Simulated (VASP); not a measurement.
A run of VASP 6.6.1:

Contents of INCAR:

```
SYSTEM = SiC
ALGO = Normal
EDIFF = 1E-7
ENCUT = 520
GGA = PS
ISIF = 2
ISMEAR = -1
IVDW = 13
LASPH = .True.
LCHARG = .False.
LREAL = .False.
LWAVE = .False.
NBANDS = 16
NELM = 100
PREC = Accurate
SIGMA = 0.05
```

KPOINTS

```
k-points
0
Gamma
  10 10 5
  0 0 0
```

POSCAR

```
SiC
1.0
    3.0649393363      0.0000000000      0.0000000000
   -1.5324696682      2.6543153263      0.0000000000
    0.0000000000      0.0000000000      5.0292417629
Si C
2 2
Direct
    0.6666666667      0.3333333333      0.5045903659
    0.3333333333      0.6666666667      0.0045903659
    0.6666666667      0.3333333333      0.8804096341
    0.3333333333      0.6666666667      0.3804096341
```

Potentials or basis: VASP PAW PBE potentials, release 64 (Si, C).

Launch:

```console
$ cat potpaw_PBE.64/Si/POTCAR potpaw_PBE.64/C/POTCAR > POTCAR
$ mpirun -np 1 vasp_std > vasp.out
```

Hardware: 1 thread of Intel(R) Xeon(R) 6975P-C (Granite Rapids) (shared host).

Question: How long does it take, and how much memory?

Answer: Run time: 9.9 s on 1 thread of Intel(R) Xeon(R) 6975P-C (Granite Rapids), with other jobs on the host, peak memory 0.16 GiB. Counts: scf iterations 13, k points 42.
